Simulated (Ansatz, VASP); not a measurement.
## One calculation of Ag4O, two programs

The input INCAR:

```
PREC     = Accurate       # precision mode
ENCUT    = 520            # plane-wave cutoff, eV
EDIFF    = 1E-6           # SCF threshold, eV
ISMEAR   = 0              # smearing method
SIGMA    = 0.1            # smearing width, eV
LREAL    = F              # projectors in reciprocal space
LASPH    = T              # aspherical terms in the spheres
NELM     = 80             # most SCF steps
ALGO     = Fast           # electronic algorithm
ISIF     = 2              # what is computed and relaxed
LWAVE    = F              # write WAVECAR
LCHARG   = F              # write CHGCAR
LDIPOL   = T            
IDIPOL   = 3            
DIPOL    = 0.5 0.5 0.490
GGA      = PS             # functional
NBANDS   = 33             # bands
```

KPOINTS

```
Automatic mesh
0
Gamma
  10 10 1
```

File POSCAR:

```
Ag4O
1.0
    2.8669036825      0.0000000000      0.0000000000
    0.0000000000      2.8669036825      0.0000000000
    0.0000000000      0.0000000000     25.0816211046
Ag O
4 1
Direct
    0.5000000000      0.5000000000      0.3388935654
    0.0000000000      0.0000000000      0.4197179677
    0.5000000000      0.5000000000      0.5008162760
    0.0000000000      0.0000000000      0.5799214924
    0.3333333333      0.3333333333      0.6107283943
```

Input for Ansatz:

```yaml
crystal:
  lattice:
    - [2.8669036825, 0.0, 0.0]
    - [0.0, 2.8669036825, 0.0]
    - [0.0, 0.0, 25.0816211046]
  atoms:
    - { symbol: Ag, position: [0.5, 0.5, 0.3388935654] }
    - { symbol: Ag, position: [0.0, 0.0, 0.4197179677] }
    - { symbol: Ag, position: [0.5, 0.5, 0.500816276] }
    - { symbol: Ag, position: [0.0, 0.0, 0.5799214924] }
    - { symbol: O, position: [0.3333333333, 0.3333333333, 0.6107283943] }
basis:
  ecutwfc: 420
kpoints:
  mp_grid: { grid: [10, 10, 1] }
hamiltonian:
  xc: pbesol
scf:
  occupations: { method: gaussian, width: 0.1 }
output:
  forces: true
  stress: true
  eigenvalues: true
efield:
  axis: 3
  dipole_correction: true
  ramp_width: 0.04
```

Alike in both runs: task single point; functional PBEsol; k mesh 10 × 10 × 1; occupations gaussian, width 0.1 eV; no spin polarisation.

|  | VASP | Ansatz |
| --- | --- | --- |
| version | VASP 6.6.1 | Ansatz 0.2.0 |
| potentials or method | VASP PAW PBE potentials, release 64 (Ag, O), cutoff 520 eV | scalar-relativistic, plane waves, PAW |
| valence electrons in the cell | 50 | 82 |

Ansatz gave:

```
gap on the k mesh at the Fermi level (eV) : none
rms of the force components (eV/Å)        : 6.832
```

Question: Estimate VASP's values.

Answer: gap on the k mesh at the Fermi level (eV): none; rms of the force components (eV/Å): 6.802.

VASP's potentials were made for PBE, not for PBEsol. Atom by atom the forces differ by 0.037 eV/Å (rms over components). A gap of «none» marks a metal or a gap that the smearing closes. With one functional, cell and mesh, what is left measures potentials, basis and numerics. VASP's potentials hold 50 valence electrons a cell and Ansatz's 82, so a difference there can come from the potentials and not from the codes.
